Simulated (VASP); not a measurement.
Runs of VASP 6.6.1 on TePb4Se3. The structure is that of space group P4/mmm (No. 123), or close to it. The cells are those of the table. 

| task | cell | k mesh | cutoff (eV) | smearing | gap on the mesh (eV) | pressure (GPa) | largest force (eV/Å) |
| --- | --- | --- | --- | --- | --- | --- | --- |
| relaxation of cell and atoms | relaxed from a = 4.414, b = 4.414, c = 12.486 Å, 8 atoms | 4 × 4 × 2 | 600 | gaussian 0.1 eV | 0.27 | 0.0 | 0.03 |
| single point | a = 4.414, b = 4.414, c = 12.486 Å, 8 atoms | 4 × 4 × 2 | 520 | gaussian 0.1 eV | 0.23 | 1.7 | 0.45 |
| single point | a = 4.469, b = 4.469, c = 12.610 Å, 8 atoms | 8 × 8 × 4 | 520 | gaussian 0.01 eV | 0.26 | 0.0 | - |
| single point | a = 4.472, b = 4.472, c = 12.634 Å, 8 atoms | 4 × 4 × 2 | 520 | gaussian 0.1 eV | (b) | -0.1 | (a) |

Alike in all rows: level PBE; potentials or basis VASP PAW PBE potentials, release 64 (Te, Pb_d, Se); no spin polarisation.

Fill in the values left out.

(a) 0.02; (b) 0.28.

Caveats: spin-orbit coupling is left out, which moves the levels of the heavy elements.

A k mesh can miss the band edges, and the runs leave out spin-orbit coupling on Pb, Se, Te.
